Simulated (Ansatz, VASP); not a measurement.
## Pt in VASP and in Ansatz

```
CELL_PARAMETERS angstrom
2.70796 0.00000 0.00000
-1.35398 2.34516 0.00000
0.00000 0.00000 9.35633
ATOMIC_POSITIONS crystal
Pt 0.66667 0.33333 0.37500
Pt 0.66667 0.33333 0.87500
Pt 0.33333 0.66667 0.12500
Pt 0.33333 0.66667 0.62500
```

Alike in both runs: task single point; functional LDA; k mesh 12 × 12 × 4; occupations gaussian, width 0.15 eV; no spin polarisation.

```csv
,VASP,Ansatz
version,VASP 6.6.1,Ansatz 0.2.0
potentials or method,"VASP PAW LDA potentials, release 64 (Pt_sv_GW), cutoff 570 eV","scalar-relativistic, plane waves, PAW"
valence electrons in the cell,72,72
```

|  | VASP | Ansatz | Ansatz less VASP |
| --- | --- | --- | --- |
| gap on the k mesh at the Fermi level (eV) | none | none | - |
| pressure (GPa) | -0.3 | 0.2 | +0.47 |
| traceless stress, the component that is largest in VASP (GPa) | -0.50 | -0.15 | +0.344 |

LDA's correlation is that of Perdew and Zunger in VASP and of Perdew and Wang (1992) in Ansatz. A gap of «none» marks a metal or a gap that the smearing closes.

Neither program's run includes spin-orbit coupling.
